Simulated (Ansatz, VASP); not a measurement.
SnO: VASP beside Ansatz

```
Sn O
1.0
     2.73691   -2.73780    0.00000
     2.73691    2.73780    0.00000
     0.00000    0.00000   10.22196
Sn O
4 4
Direct
  0.73655 0.26345 0.86386
  0.26345 0.73655 0.13614
  0.76345 0.23655 0.36386
  0.23655 0.76345 0.63614
  0.26194 0.23806 0.25000
  0.73806 0.76194 0.75000
  0.23806 0.26194 0.75000
  0.76194 0.73806 0.25000
```

Alike in both runs: task single point; functional PBEsol; k mesh 6 × 6 × 2; occupations gaussian, width 0.1 eV; no spin polarisation.

|  | VASP | Ansatz |
| --- | --- | --- |
| version | VASP 6.6.1 | Ansatz 0.2.0 |
| potentials or method | VASP PAW PBE potentials, release 64 (Sn_d, O), cutoff 520 eV | scalar-relativistic, plane waves, PAW |
| valence electrons in the cell | 80 | 80 |

|  | VASP | Ansatz | Ansatz less VASP |
| --- | --- | --- | --- |
| gap on the k mesh at the Fermi level (eV) | 0.51 | 0.50 | -0.009 |
| least direct gap on the mesh (eV) | 1.63 | 1.68 | +0.043 |
| pressure (GPa) | -3.9 | -4.0 | -0.18 |
| traceless stress, the component that is largest in VASP (GPa) | 0.47 | 0.45 | -0.015 |
| rms of the force components (eV/Å) | 0.126 | 0.157 | +0.0309 |

VASP's potentials were made for PBE, not for PBEsol. Atom by atom the forces differ by 0.031 eV/Å (rms over components).
